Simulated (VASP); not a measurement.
# YbPb6Se8 (P1) in VASP: single point with PBE

Aim: the single point of YbPb6Se8 with PBE.

All numbers are computed with VASP 6.6.1; they aren't measurements. Logs are shortened: lines on timing, memory, paths and dates and some standing lists are left out, and cuts for length are marked.

## Step 1: The cell of the first run

The typed cell holds 15 atoms: a = 7.520 Å, b = 7.364 Å, c = 7.185 Å, α = 91.25°, β = 89.70°, γ = 91.73°.

## Step 2: Single point, PBE

Input file INCAR:

```
PREC = Accurate
ENCUT = 520
EDIFF = 1E-7
ISMEAR = -1
SIGMA = 0.1
LREAL = Auto
LASPH = True
NELM = 100
ALGO = Normal
ISIF = 2
LWAVE = False
LCHARG = False
GGA = PE
NBANDS = 91
LUSENCCL = False
```

Input file KPOINTS:

```
regular mesh
0
Gamma
  3 3 3
```

Input file POSCAR:

```
YbPb6Se8
1.0
    7.5184460000     -0.1538860000     -0.0221020000
   -0.0717390000      7.3627860000     -0.1183390000
    0.0583750000     -0.0401830000      7.1841810000
Se Pb Yb
8 6 1
Direct
    0.2032630000      0.2684550000      0.2829460000
    0.7733340000      0.7887880000      0.7417660000
    0.3979560000      0.1260010000      0.7003650000
    0.7265930000      0.3602600000      0.1427820000
    0.1418250000      0.7424430000      0.3758410000
    0.5982260000      0.8352870000      0.2662090000
    0.2933860000      0.6205650000      0.8472090000
    0.8642570000      0.2722390000      0.6192890000
    0.2515330000      0.4185020000      0.5511230000
    0.5259160000      0.2431230000      0.4139300000
    0.3886320000      0.5348130000      0.2552390000
    0.7703430000      0.5812060000      0.4334860000
    0.4384420000      0.7795530000      0.5945550000
    0.5907960000      0.4695880000      0.7472220000
    0.0280320000      0.0011060000      0.0396980000
```

Potentials or basis: VASP PAW PBE potentials, release 64 (Se, Pb_d, Yb).

Started as:

```
$ cat potpaw_PBE.64/Se/POTCAR potpaw_PBE.64/Pb_d/POTCAR potpaw_PBE.64/Yb/POTCAR > POTCAR
$ mpirun -np 1 vasp_std > vasp.out
```

OUTCAR:

```text
PREC = Accurate
   ENCUT = 520
   EDIFF = 1E-7
   ISMEAR = -1
   LREAL = Auto
   LASPH = True
   NELM = 100
   ISIF = 2
   GGA = PE

 ion  position               nearest neighbor table
   1  0.203  0.268  0.283-   9 2.23  11 2.38  10 2.62  15 2.90
   2  0.773  0.789  0.742-  12 2.66  14 2.69  13 2.74  15 3.23
   3  0.398  0.126  0.700-  10 2.43  13 2.67   9 2.69  14 2.89
   4  0.727  0.360  0.143-  10 2.60  12 2.64  11 2.98  14 3.15
   5  0.142  0.742  0.376-  11 2.57  13 2.74   9 2.87  12 3.03  15 3.24
   6  0.598  0.835  0.266-  12 2.62  13 2.68  11 2.68  10 3.22
   7  0.293  0.621  0.847-  13 2.42   9 2.58  14 2.62  11 3.10
   8  0.864  0.272  0.619-  14 2.70  12 2.77  10 2.95   9 3.11
   9  0.252  0.419  0.551-   1 2.23  11 2.51   7 2.58  10 2.64   3 2.69   5 2.87  14 2.93  13 2.98
                             8 3.11  12 3.95  12 4.14
  10  0.526  0.243  0.414-   3 2.43   4 2.60   1 2.62   9 2.64  11 2.69  14 2.92   8 2.95  12 3.05
                             6 3.22  13 3.72
  11  0.389  0.535  0.255-   1 2.38   9 2.51   5 2.57   6 2.68  10 2.69   4 2.98  13 3.02   7 3.10
                            12 3.16  14 3.90  14 3.97
  12  0.770  0.581  0.433-   6 2.62   4 2.64   2 2.66  14 2.75   8 2.77   5 3.03  10 3.05  13 3.13
                            11 3.16   9 3.95   9 4.14
  13  0.438  0.780  0.595-   7 2.42   3 2.67   6 2.68   2 2.74   5 2.74  14 2.83   9 2.98  11 3.02
                            12 3.13  10 3.72
  14  0.591  0.470  0.747-   7 2.62   2 2.69   8 2.70  12 2.75  13 2.83   3 2.89  10 2.92   9 2.93
                             4 3.15  11 3.90  11 3.97
  15  0.028  0.001  0.040-   1 2.90   2 3.23   5 3.24

  LATTYP: Found a triclinic cell.
 ALAT       =    16.5455567172
 B/A-ratio  =     1.0094745308
 C/A-ratio  =     1.3259724611
 COS(alpha) =     0.0000792139
 COS(beta)  =     0.5905590366
 COS(gamma) =     0.8043722890

  Lattice vectors:

 A1 = (  14.9651530000,   7.0550140000,  -0.1625430000)
 A2 = (  15.0952670000,  -0.3479550000,   7.1399770000)
 A3 = (   7.2582180000,  14.6520520000, -14.6271420000)

Analysis of symmetry for initial positions (statically):
=====================================================================
 Subroutine PRICEL returns:
 Original cell was already a primitive cell.

 Routine SETGRP: Setting up the symmetry group for a
 triclinic supercell.

 Subroutine GETGRP returns: Found  1 space group operations
 (whereof  1 operations were pure point group operations)
 out of a pool of  2 trial point group operations.

The static configuration has the point symmetry C_1 .

Analysis of symmetry for dynamics (positions and initial velocities):
=====================================================================
 Subroutine PRICEL returns:
 Original cell was already a primitive cell.

 Routine SETGRP: Setting up the symmetry group for a
 triclinic supercell.

 Subroutine GETGRP returns: Found  1 space group operations
 (whereof  1 operations were pure point group operations)
 out of a pool of  2 trial point group operations.

The dynamic configuration has the point symmetry C_1 .

 Subroutine INISYM returns: Found  1 space group operations
 (whereof  1 operations are pure point group operations),
 and found     1 'primitive' translations

----------------------------------------------------------------------------------------

                                     Primitive cell

  volume of cell :     397.5881

  direct lattice vectors                    reciprocal lattice vectors
     7.518446000 -0.153886000 -0.022102000     0.133029229  0.001278906 -0.001073775
    -0.071739000  7.362786000 -0.118339000     0.002782863  0.135857118  0.000737272
     0.058375000 -0.040183000  7.184181000     0.000455102  0.002241795  0.139203552

  length of vectors
     7.520053168  7.364086385  7.184530531     0.133039710  0.135887617  0.139222346

  position of ions in fractional coordinates (direct lattice)
     0.203263000  0.268455000  0.282946000
     0.773334000  0.788788000  0.741766000
     0.397956000  0.126001000  0.700365000
     0.726593000  0.360260000  0.142782000
     0.141825000  0.742443000  0.375841000
     0.598226000  0.835287000  0.266209000
     0.293386000  0.620565000  0.847209000
     0.864257000  0.272239000  0.619289000
     0.251533000  0.418502000  0.551123000
     0.525916000  0.243123000  0.413930000
     0.388632000  0.534813000  0.255239000
[... 43 lines left out ...]

 Subroutine IBZKPT returns following result:
 ===========================================

 Found     14 irreducible k-points:

 Following reciprocal coordinates:
            Coordinates               Weight
  0.000000  0.000000  0.000000      1.000000
  0.333333  0.000000  0.000000      2.000000
  0.000000  0.333333  0.000000      2.000000
  0.333333  0.333333  0.000000      2.000000
 -0.333333  0.333333  0.000000      2.000000
  0.000000  0.000000  0.333333      2.000000
  0.333333  0.000000  0.333333      2.000000
 -0.333333  0.000000  0.333333      2.000000
  0.000000  0.333333  0.333333      2.000000
  0.333333  0.333333  0.333333      2.000000
 -0.333333  0.333333  0.333333      2.000000
  0.000000 -0.333333  0.333333      2.000000
  0.333333 -0.333333  0.333333      2.000000
 -0.333333 -0.333333  0.333333      2.000000
   k-points           NKPTS =     14   k-points in BZ     NKDIM =     14   number of bands    NBANDS=     91
   number of dos      NEDOS =    301   number of ions     NIONS =     15
   total plane-waves  NPLWV = 169344
   dimension x,y,z NGX =    56 NGY =   56 NGZ =   54
   dimension x,y,z NGXF=   112 NGYF=  112 NGZF=  108
   ions per type =               8   6   1
   NGX,Y,Z   is equivalent  to a cutoff of  12.38, 12.64, 12.50 a.u.
   NGXF,Y,Z  is equivalent  to a cutoff of  24.76, 25.28, 24.99 a.u.
 SYSTEM =  unknown system
   PREC   = accura    normal or accurate (medium, high low for compatibility)
   ISTART =      0    job   : 0-new  1-cont  2-samecut
   ICHARG =      2    charge: 1-file 2-atom 10-const
   ISPIN  =      1    spin polarized calculation?
   LNONCOLLINEAR =      F non collinear calculations
   LSORBIT =      F    spin-orbit coupling
   LASPH  =      T    aspherical Exc in radial PAW
   ENCUT  =  520.0 eV  38.22 Ry    6.18 a.u.  13.98 13.69 13.36*2*pi/ulx,y,z
   NELM   =    100;   NELMIN=  2; NELMDL= -5     # of ELM steps
   EDIFF  = 0.1E-06   stopping-criterion for ELM
   LREAL  =      T    real-space projection
   EDIFFG = 0.1E-05   stopping-criterion for IOM
   NSW    =      0    number of steps for IOM
   IBRION =     -1    ionic relax: 0-MD 1-quasi-New 2-CG
   NFREE  =      0    steps in history (QN), initial steepest desc. (CG)
   ISIF   =      2    stress and relaxation
   ISYM   =      2    0-nonsym 1-usesym 2-fastsym
   POTIM  = 0.5000    time-step for ionic-motion
   TEBEG  =    0.0;   TEEND  =   0.0 temperature during run
   PSTRESS=    0.0 pullay stress
   NELECT =     156.0000    total number of electrons
   NUPDOWN=      -1.0000    fix difference up-down
   EMIN   =  10.00;   EMAX   =-10.00  energy-range for DOS
   EFERMI =   0.00;   METHOD = LEGACY
   ISMEAR =    -1;   SIGMA  =   0.10  broadening in eV -4-tet -1-fermi 0-gaus
   EFERMI_NEDOS =   21; number of points for ismear=-14 and -15
   IALGO  =     38    algorithm
   IMIX   =      4    mixing-type and parameters
     AMIX     =   0.40;   BMIX     =  1.00
     AMIX_MAG =   1.60;   BMIX_MAG =  1.00
  volume/ion in A,a.u.               =      26.51       178.87
  Fermi-wavevector in a.u.,A,eV,Ry     =   1.198502  2.264839 19.543489  1.436406
  Thomas-Fermi vector in A             =   2.334389
   LORBIT       =      0    0 simple, 1 ext, 2 COOP (PROOUT), +10 PAW based schemes
   GGA     = PE    functional components
   LHFCALC =     F    Hartree Fock is set to
   AEXX    =    0.0000 exact exchange contribution
   IVDW    =     0    specifies the selected vdW correction
   LEPSILON=     F    determine dielectric tensor
   LRPA    =     F    only Hartree local field effects (RPA)
 non-spin polarized calculation
  energy-cutoff  :      520.00
  volume of cell :      397.59
 maximum number of plane-waves:     10726
   NGX = 27   NGY = 27   NGZ = 27

 number of electron     156.0000004 magnetization

 Free energy of the ion-electron system (eV)
  ---------------------------------------------------
  ext. energy  EPLUGINS =         0.00000000
  ---------------------------------------------------
  free energy    TOTEN  =       -39.20858221 eV

  energy without entropy =      -38.86531532  energy(sigma->0) =      -39.03694877

 E-fermi :   5.2357     XC(G=0):  -9.5294

 val. band max:        5.2167342943   @ k =   0.3333   0.3333   0.3333
 cond. band min:       5.2420290973   @ k =   0.0000  -0.3333   0.3333
 fundamental gap:      0.0252948030
 Fermi energy:         5.2357239605

 k-point     1 :       0.0000    0.0000    0.0000
  band No.  band energies     occupation
      1     -46.8798      2.00000
      2     -19.2694      2.00000
      3     -19.2370      2.00000
      4     -19.1963      2.00000
      5     -14.4272      2.00000
      6     -13.7999      2.00000
[... 1291 lines left out ...]
     89       9.0283      0.00000
     90       9.2270      0.00000
 [bands above 90 left out]

------------------------ aborting loop because EDIFF is reached ----------------------------------------

  FORCE on cell =-STRESS in cart. coord.  units (eV):
  Direction    XX          YY          ZZ          XY          YZ          ZX
  --------------------------------------------------------------------------------------
  -------------------------------------------------------------------------------------
  Total       64.6478396     75.6457181     87.8119947      5.0289366      1.6015574     -9.9903621
  in kB      260.5141233    304.8327377    353.8596950     20.2653179      6.4538632    -40.2585832
  external PRESSURE =     306.4021853 kB  Pullay stress =       0.0000000 kB

 VOLUME and BASIS-vectors are now :
 -----------------------------------------------------------------------------
  energy-cutoff  :      520.00
  volume of cell :      397.59
      direct lattice vectors                 reciprocal lattice vectors
     7.518446000 -0.153886000 -0.022102000     0.133029229  0.001278906 -0.001073775
    -0.071739000  7.362786000 -0.118339000     0.002782863  0.135857118  0.000737272
     0.058375000 -0.040183000  7.184181000     0.000455102  0.002241795  0.139203552

 POSITION                                       TOTAL-FORCE (eV/Angst)
 -----------------------------------------------------------------------------------
      1.52548      1.93393      1.99647        -7.022522     -9.484907     -9.156367
      5.80098      5.65887      5.21854         1.986794      2.297698      2.424463
      3.02386      0.83834      5.00784        -2.096644     -2.670605      5.207605
      5.44534      2.53497      0.96708         1.588122     -1.004960     -3.970135
      1.03498      5.42952      2.60912        -3.497623      2.245154     -0.819531
      4.45335      6.04728      1.80042         1.331246      3.844599     -2.818993
      2.21074      4.48990      6.00658        -4.045932      0.956040      7.024831
      6.51449      1.84656      4.39777         2.321057     -1.768153      0.638763
      1.89329      3.02049      3.90428        -7.423192      1.689778     11.302479
      3.96079      1.69250      2.93335         6.122021     -6.503483     -3.004032
      2.89844      3.86765      1.76180         3.116505      6.191490     -9.523783
      5.77539      4.14333      3.02844         4.646529      1.170683     -1.746907
      3.27519      5.64832      4.16945         0.644049      5.586946     -1.028283
      4.45180      3.33654      5.29955         2.803305     -2.256922      5.647132
      0.21300      0.00223      0.28445        -0.473716     -0.293358     -0.177240
 -----------------------------------------------------------------------------------
    total drift:                                0.020626      0.017897     -0.013009

  FREE ENERGIE OF THE ION-ELECTRON SYSTEM (eV)
  ---------------------------------------------------
  free  energy   TOTEN  =       -39.2085822107 eV

  energy  without entropy=      -38.8653153218  energy(sigma->0) =      -39.03694877
```

Run time: 20 min. Hardware: 1 × NVIDIA H100 80GB with 1 thread of AMD EPYC 7R13 (Zen 3), shared host; peak memory 1.6 GiB.

Results:

```
Free energy            : -39.2086 eV
Pressure               : 30.6 GPa
Largest force          : 14.937 eV/Å
Band gap on the k mesh : zero (bands 78 and 79 overlap by 0.22 eV)
```

Forces on the atoms (eV/Å):
```
Se  -7.023 -9.485 -9.156
Se   1.987  2.298  2.424
Se  -2.097 -2.671  5.208
Se   1.588 -1.005 -3.970
Se  -3.498  2.245 -0.820
Se   1.331  3.845 -2.819
Se  -4.046  0.956  7.025
Se   2.321 -1.768  0.639
Pb  -7.423  1.690 11.302
Pb   6.122 -6.503 -3.004
Pb   3.117  6.191 -9.524
Pb   4.647  1.171 -1.747
Pb   0.644  5.587 -1.028
Pb   2.803 -2.257  5.647
Yb  -0.474 -0.293 -0.177
```

Caveat: the cell stands under pressure; spin-orbit coupling is left out, which moves the levels of the heavy elements; forces of over 1 eV/Å act on the atoms, so gaps and moduli don't describe the material at rest. With open d or f shells a metallic result of PBE can be an artefact of self-interaction; +U or a hybrid may open a gap.
